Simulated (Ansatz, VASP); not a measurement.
**Al: VASP beside Ansatz**

INCAR

```
SYSTEM = Al
PREC = Accurate ; ENCUT = 500
EDIFF = 1E-6 ; ISMEAR = -1
SIGMA = 0.1 ; LREAL = .False.
LASPH = .True. ; NELM = 120
ALGO = Normal ; ISIF = 2
LWAVE = .False. ; LCHARG = .False.
GGA = PE ; NBANDS = 10
GGA_COMPAT = .False.
```

Contents of KPOINTS:

```
regular mesh
0
Gamma
  4 8 8
  0 0 0
```

File POSCAR:

```
Al
1.0
    0.0000000000      4.0400000000      4.0400000000
    2.0200000000     -2.0200000000      0.0000000000
    2.0200000000      0.0000000000     -2.0200000000
Al
2
Direct
   -0.2500000000     -0.5000000000     -0.5000000000
    0.2500000000     -0.5000000000     -0.5000000000
```

Input for Ansatz:

```yaml
crystal:
  atoms:
  - position: [-0.24999999999999978, -0.49999999999999967, -0.4999999999999999]
    symbol: Al
  - position: [0.2500000000000002, -0.49999999999999967, -0.4999999999999999]
    symbol: Al
  lattice:
  - [0.0, 4.04, 4.04]
  - [2.02, -2.02, 0.0]
  - [2.02, 0.0, -2.02]
hamiltonian:
  dispersion: none
  pseudopotentials:
    kind: all_electron
    lapw: {basis_error: 0.025 meV}
    relativity: scalar
  xc: pbe
kpoints:
  mp_grid:
    grid: [4, 8, 8]
    shift: [0, 0, 0]
magnetization: {spin_polarized: false}
output: {forces: true, stress: true}
scf:
  convergence: {dr2_threshold: 1e-10 eV}
  lower_state_search: 'off'
  max_iter: 200
  occupations: {method: fermi_dirac, width: 0.1}
```

Alike in both runs: task single point; functional PBE; k mesh 4 × 8 × 8; occupations fermi-dirac, width 0.1 eV; no spin polarisation.

```csv
,VASP,Ansatz
version,VASP 6.6.1,Ansatz 0.2 development build
potentials or method,"VASP PAW PBE potentials, release 64 (Al), cutoff 500 eV","all-electron full-potential LAPW, scalar-relativistic"
```

|  | VASP | Ansatz | Ansatz less VASP |
| --- | --- | --- | --- |
| pressure (GPa) | 0.1 | 0.1 | +0.03 |

Ansatz ran all-electron here, and VASP with PAW potentials.
